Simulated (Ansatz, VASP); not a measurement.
# One calculation of Ti, two programs

The input INCAR:

```
PREC = Accurate
ENCUT = 500
EDIFF = 1E-6
ISMEAR = 0
SIGMA = 0.1
LREAL = False
LASPH = True
NELM = 120
ALGO = Normal
ISIF = 2
LWAVE = False
LCHARG = False
GGA = PS
NBANDS = 12
GGA_COMPAT = False
```

KPOINTS

```
regular mesh
0
Gamma
  6 6 6
```

The input POSCAR:

```
Ti
1.0
    0.0000000000      2.0276444533      2.0276444533
    2.0276444533      0.0000000000      2.0276444533
    2.0276444533      2.0276444533      0.0000000000
Ti
1
Direct
    0.0000000000      0.0000000000      0.0000000000
```

Input for Ansatz:

```yaml
crystal:
  lattice:
    - [0.0, 2.0276444535, 2.0276444535]
    - [2.0276444535, 0.0, 2.0276444535]
    - [2.0276444535, 2.0276444535, 0.0]
  atoms:
    - { symbol: Ti, position: [0.0, 0.0, 0.0] }
basis:
  ecutwfc: 420
kpoints:
  mp_grid: { grid: [6, 6, 6] }
hamiltonian:
  xc: pbesol
  pseudopotentials: { kind: paw, azcp: { folder: soft_1 } }
scf:
  occupations: { method: gaussian, width: 0.1 }
output:
  forces: true
  stress: true
  eigenvalues: true
```

Alike in both runs: task single point; functional PBEsol; k mesh 6 × 6 × 6; occupations gaussian, width 0.1 eV; no spin polarisation.

|  | VASP | Ansatz |
| --- | --- | --- |
| version | VASP 6.6.1 | Ansatz 0.2.0 |
| potentials or method | VASP PAW PBE potentials, release 64 (Ti_sv), cutoff 500 eV | scalar-relativistic, plane waves, PAW |
| valence electrons in the cell | 12 | 12 |

Ansatz gave:

- gap on the k mesh at the Fermi level (eV): none
- pressure (GPa): 0.7

Question: Estimate VASP's values.

Answer: gap on the k mesh at the Fermi level (eV): none; pressure (GPa): 0.4.

VASP's potentials were made for PBE, not for PBEsol, and Ansatz warns of the same on its side. A gap of «none» marks a metal or a gap that the smearing closes.

The k mesh is coarse, so the values compare programs but aren't converged.
